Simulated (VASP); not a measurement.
# Be: single point with PBE

Crystal: Be.

```
Be
1.0
     1.93933   -1.12144   -0.03077
     1.93933    1.12144   -0.03077
    -1.16288    0.00000    7.27333
Be
4
Direct
  0.20929 0.20929 0.62717
  0.79071 0.79071 0.37283
  0.37400 0.37400 0.12290
  0.62600 0.62600 0.87710
```

* Program: VASP 6.6.1
* Task: single point
* Functional: PBE
* Potentials or basis: VASP PAW PBE potentials, release 64 (Be)
* Cutoff: 520 eV
* k mesh: 8 × 8 × 4
* Occupations: gaussian, width 0.1 eV
* Spin: no spin polarisation

| Item | Value |
| --- | --- |
| Pressure | 0.2 GPa |
| Largest force | 0.003 eV/Å |
| Band gap on the k mesh | zero (bands 4 and 5 overlap by 0.41 eV) |

Forces in eV/Å, atoms in the order of the input:
```
Be   0.000  0.000 -0.003
Be   0.000  0.000  0.003
Be   0.000  0.000  0.002
Be   0.000  0.000 -0.002
```

Levels at points of the mesh, in eV from the Fermi level:
```csv
k point,band 1,band 2,band 3,band 4,band 5,band 6,band 7,band 8
"(0.00, 0.00, 0.00)",-12.07,-9.98,-9.97,-5.40,-0.05,9.22,9.23,15.95
"(0.50, 0.00, 0.00)",-5.33,-5.18,-3.87,-3.43,0.14,1.70,3.06,4.12
"(0.50, 0.50, 0.00)",-5.57,-4.45,-4.44,-3.35,0.64,1.58,2.29,4.62
"(0.00, 0.00, 0.50)",-11.55,-11.53,-7.48,-7.47,3.09,3.37,15.59,16.09
"(0.50, 0.00, 0.50)",-5.57,-4.46,-4.46,-3.39,0.65,1.59,2.25,4.55
"(0.50, 0.50, 0.50)",-5.32,-5.18,-3.85,-3.38,0.13,1.74,3.05,4.10
```

Wall time 13 s on 1 thread of Intel(R) Xeon(R) 6975P-C (Granite Rapids), with other jobs on the host, peak memory 0.15 GiB.

Caveat: the k points lie up to 0.41 Å⁻¹ apart.
